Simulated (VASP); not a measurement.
# Ir (P6_3/mmc) in VASP: single point with PBE

Aim: the single point of Ir with PBE.

All numbers are computed with VASP 6.6.1; they aren't measurements. Logs are shortened: lines on timing, memory, paths and dates and some standing lists are left out, and cuts for length are marked.

## 1. The cell of the first run

Symmetry: P6_3/mmc, No. 194, hexagonal system. Conventional cell: a = 2.764 Å, b = 2.764 Å, c = 4.408 Å, α = 90.00°, β = 90.00°, γ = 120.00°. Ir (site symmetry -6m2) has 12 Ir at 2.72 to 2.76 Å within 3.6 Å.

## 2. Single point, PBE

INCAR reads:

```
PREC = Accurate ; ENCUT = 500
EDIFF = 1E-6 ; ISMEAR = 0
SIGMA = 0.05 ; LREAL = False
LASPH = True ; NELM = 120
ALGO = Normal ; ISIF = 2
LWAVE = False ; LCHARG = False
GGA = PE ; NBANDS = 16
GGA_COMPAT = False
```

KPOINTS reads:

```
Automatic mesh
0
Gamma
  8 8 4
```

POSCAR reads:

```
Ir
1.0
    2.7638024646      0.0000000000      0.0000000000
   -1.3819012323      2.3935231454      0.0000000000
    0.0000000000      0.0000000000      4.4079588024
Ir
2
Direct
    0.3333333333      0.6666666667      0.7500000000
    0.6666666667      0.3333333333      0.2500000000
```

Potentials or basis: VASP PAW PBE potentials, release 64 (Ir).

The run is started by

```console
$ cat potpaw_PBE.64/Ir/POTCAR > POTCAR
$ mpirun -np 1 vasp_std > vasp.out
```

OUTCAR:

```text
PREC = Accurate
   ENCUT = 500
   EDIFF = 1E-6
   ISMEAR = 0
   LREAL = False
   LASPH = True
   NELM = 120
   ISIF = 2
   GGA = PE

 ion  position               nearest neighbor table
   1  0.333  0.667  0.750-   2 2.72   2 2.72   2 2.72   2 2.72   2 2.72   2 2.72
   2  0.667  0.333  0.250-   1 2.72   1 2.72   1 2.72   1 2.72   1 2.72   1 2.72

  LATTYP: Found a hexagonal cell.
 ALAT       =     2.7638024646
 C/A-ratio  =     1.5948892364

  Lattice vectors:

 A1 = (   2.7638024646,   0.0000000000,   0.0000000000)
 A2 = (  -1.3819012323,   2.3935231454,   0.0000000000)
 A3 = (   0.0000000000,   0.0000000000,   4.4079588024)

Analysis of symmetry for initial positions (statically):
=====================================================================
 Subroutine PRICEL returns:
 Original cell was already a primitive cell.

 Routine SETGRP: Setting up the symmetry group for a
 hexagonal supercell.

 Subroutine GETGRP returns: Found 24 space group operations
 (whereof 12 operations were pure point group operations)
 out of a pool of 24 trial point group operations.

The static configuration has the point symmetry D_3d.
 The point group associated with its full space group is D_6h.

Analysis of symmetry for dynamics (positions and initial velocities):
=====================================================================
 Subroutine PRICEL returns:
 Original cell was already a primitive cell.

 Routine SETGRP: Setting up the symmetry group for a
 hexagonal supercell.

 Subroutine GETGRP returns: Found 24 space group operations
 (whereof 12 operations were pure point group operations)
 out of a pool of 24 trial point group operations.

The dynamic configuration has the point symmetry D_3d.
 The point group associated with its full space group is D_6h.

 Subroutine INISYM returns: Found 24 space group operations
 (whereof 12 operations are pure point group operations),
 and found     1 'primitive' translations

----------------------------------------------------------------------------------------

                                     Primitive cell

  volume of cell :      29.1596

  direct lattice vectors                    reciprocal lattice vectors
     2.763802465  0.000000000  0.000000000     0.361820359  0.208897082  0.000000000
    -1.381901232  2.393523145  0.000000000     0.000000000  0.417794163  0.000000000
     0.000000000  0.000000000  4.407958802     0.000000000  0.000000000  0.226862374

  length of vectors
     2.763802465  2.763802465  4.407958802     0.417794163  0.417794163  0.226862374

[... 81 lines left out ...]
   LREAL  =      F    real-space projection
   EDIFFG = 0.1E-04   stopping-criterion for IOM
   NSW    =      0    number of steps for IOM
   IBRION =     -1    ionic relax: 0-MD 1-quasi-New 2-CG
   NFREE  =      0    steps in history (QN), initial steepest desc. (CG)
   ISIF   =      2    stress and relaxation
   ISYM   =      2    0-nonsym 1-usesym 2-fastsym
   POTIM  = 0.5000    time-step for ionic-motion
   TEBEG  =    0.0;   TEEND  =   0.0 temperature during run
   PSTRESS=    0.0 pullay stress
   NELECT =      18.0000    total number of electrons
   NUPDOWN=      -1.0000    fix difference up-down
   EMIN   =  10.00;   EMAX   =-10.00  energy-range for DOS
   EFERMI =   0.00;   METHOD = LEGACY
   ISMEAR =     0;   SIGMA  =   0.05  broadening in eV -4-tet -1-fermi 0-gaus
   EFERMI_NEDOS =   21; number of points for ismear=-14 and -15
   IALGO  =     38    algorithm
   IMIX   =      4    mixing-type and parameters
     AMIX     =   0.40;   BMIX     =  1.00
     AMIX_MAG =   1.60;   BMIX_MAG =  1.00
  volume/ion in A,a.u.               =      14.58        98.39
  Fermi-wavevector in a.u.,A,eV,Ry     =   1.393921  2.634129 26.436349  1.943017
  Thomas-Fermi vector in A             =   2.517521
   LORBIT       =      0    0 simple, 1 ext, 2 COOP (PROOUT), +10 PAW based schemes
   GGA     = PE    functional components
   LHFCALC =     F    Hartree Fock is set to
   AEXX    =    0.0000 exact exchange contribution
   IVDW    =     0    specifies the selected vdW correction
   LEPSILON=     F    determine dielectric tensor
   LRPA    =     F    only Hartree local field effects (RPA)
 non-spin polarized calculation
 Gauss-broadening in eV      SIGMA  =   0.05
  energy-cutoff  :      500.00
  volume of cell :       29.16
 maximum number of plane-waves:       760
   NGX = 11   NGY = 11   NGZ = 17

 number of electron      17.9999998 magnetization

 Free energy of the ion-electron system (eV)
  ---------------------------------------------------
  ext. energy  EPLUGINS =         0.00000000
  ---------------------------------------------------
  free energy    TOTEN  =       -17.51246798 eV

  energy without entropy =      -17.50837445  energy(sigma->0) =      -17.51042122

 E-fermi :  10.0261     XC(G=0): -13.8075

 val. band max:       10.0171495045   @ k =   0.3750   0.1250   0.0000
 cond. band min:      10.0532278268   @ k =   0.3750   0.0000   0.2500
 fundamental gap:      0.0360783223
 Fermi energy:        10.0260845610

 k-point     1 :       0.0000    0.0000    0.0000
  band No.  band energies     occupation
      1      -0.9075      2.00000
      2       2.1621      2.00000
      3       6.3312      2.00000
      4       6.3312      2.00000
      5       6.3804      2.00000
      6       6.9981      2.00000
[... 433 lines left out ...]
      3       4.5056      2.00000
      4       4.5056      2.00000
      5       7.8460      2.00000
      6       7.8460      2.00000
[... 8 lines left out ...]
     15      25.5631      0.00000
     16      25.5631      0.00000

 [... further k-points ...]

------------------------ aborting loop because EDIFF is reached ----------------------------------------

  FORCE on cell =-STRESS in cart. coord.  units (eV):
  Direction    XX          YY          ZZ          XY          YZ          ZX
  --------------------------------------------------------------------------------------
  -------------------------------------------------------------------------------------
  Total        0.0897572      0.0897572      0.1055900      0.0000000     -0.0000000      0.0000000
  in kB        4.9317117      4.9317117      5.8016456      0.0000000     -0.0000000      0.0000000
  external PRESSURE =       5.2216896 kB  Pullay stress =       0.0000000 kB

 VOLUME and BASIS-vectors are now :
 -----------------------------------------------------------------------------
  energy-cutoff  :      500.00
  volume of cell :       29.16
      direct lattice vectors                 reciprocal lattice vectors
     2.763802465  0.000000000  0.000000000     0.361820359  0.208897082  0.000000000
    -1.381901232  2.393523145  0.000000000     0.000000000  0.417794163  0.000000000
     0.000000000  0.000000000  4.407958802     0.000000000  0.000000000  0.226862374

 POSITION                                       TOTAL-FORCE (eV/Angst)
 -----------------------------------------------------------------------------------
     -0.00000      1.59568      3.30597         0.000000      0.000000      0.000000
      1.38190      0.79784      1.10199        -0.000000      0.000000      0.000000
 -----------------------------------------------------------------------------------
    total drift:                               -0.000000      0.000000     -0.000000

  FREE ENERGIE OF THE ION-ELECTRON SYSTEM (eV)
  ---------------------------------------------------
  free  energy   TOTEN  =       -17.5124679769 eV

  energy  without entropy=      -17.5083744535  energy(sigma->0) =      -17.51042122
```

stdout:

```text
POSCAR found type information on POSCAR Ir
 POSCAR found :  1 types and       2 ions
 scaLAPACK will be used
 LDA part: xc-table for (Slater+PW92), standard interpolation
 POSCAR, INCAR and KPOINTS ok, starting setup
 FFT: planning ... GRIDC
 FFT: planning ... GRID_SOFT
 FFT: planning ... GRID
 WAVECAR not read
 entering main loop
```

Wall time 7.9 s (1 thread of Intel Xeon 6975P-C, shared host); peak memory 0.14 GiB.

What came out:

- Free energy: -17.5125 eV
- Pressure: 0.5 GPa
- Band gap on the k mesh: zero (band 9 reaches 11.00 eV, above the bottom of band 10 at 7.88 eV)

Caveat: spin-orbit coupling is left out, which moves the levels of the heavy elements.
